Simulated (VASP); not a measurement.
Wanted: the native input for a VASP 6.6.1 run.

```
Task                   : relaxation of cell and atoms
Functional             : PBEsol
Potentials or basis    : VASP PAW PBE potentials, release 64 (Cd, Se)
Cutoff                 : 500 eV
k mesh                 : 10 × 10 × 10
Occupations            : fermi-dirac, width 0.08 eV
Spin                   : no spin polarisation
Dipole correction      : no
Further INCAR settings : ALGO = Normal; EDIFF = 1e-07; IBRION = 2; EDIFFG = -0.002; NSW = 100; ISIF = 3
```

The structure of CdSe lies in POSCAR:

```
CdSe
1.0
    0.0000000000      3.0702711986      3.0702711986
    3.0702711986      0.0000000000      3.0702711986
    3.0702711986      3.0702711986      0.0000000000
Cd Se
1 1
Direct
    0.0000000000      0.0000000000      0.0000000000
    0.7500000000      0.7500000000      0.7500000000
```

These files were run (other wordings do the same):

INCAR

```
SYSTEM = CdSe
ALGO = Normal
EDIFF = 1E-7
EDIFFG = -0.002
ENCUT = 500
GGA = PS
GGA_COMPAT = .False.
IBRION = 2
ISIF = 3
ISMEAR = -1
LASPH = .True.
LCHARG = .False.
LREAL = .False.
LWAVE = .False.
NELM = 120
NELMIN = 4
NSW = 100
PREC = Accurate
SIGMA = 0.08
```

KPOINTS

```
k-points
0
Gamma
  10 10 10
  0 0 0
```

Potentials or basis: VASP PAW PBE potentials, release 64 (Cd, Se).

Run with:

```bash
$ cat potpaw_PBE.64/Cd/POTCAR potpaw_PBE.64/Se/POTCAR > POTCAR
$ mpirun -np 1 vasp_std > vasp.out
```

Results of the run:

* Relaxed volume: 28.30 Å³/atom
* Relaxed cell: a = 4.310 Å, b = 4.310 Å, c = 4.310 Å, α = 60.00°, β = 60.00°, γ = 60.00°
* Space group after relaxing (to 0.1 Å): F-43m (No. 216)
* Energy gained by relaxing: 2.3 meV/atom
* Ionic steps: 3
* Pressure after relaxing: 0.0 GPa
* Band gap on the k mesh: 0.47 eV

Caveat: semilocal functionals underestimate gaps, and a narrow one can read as zero; the PAW data sets were made with another functional, which shifts forces and pressure a little.

Wall time 38 s on 1 thread of AMD EPYC 9R45 96-Core Processor (Zen 5), with other jobs on the host, peak memory 0.18 GiB.
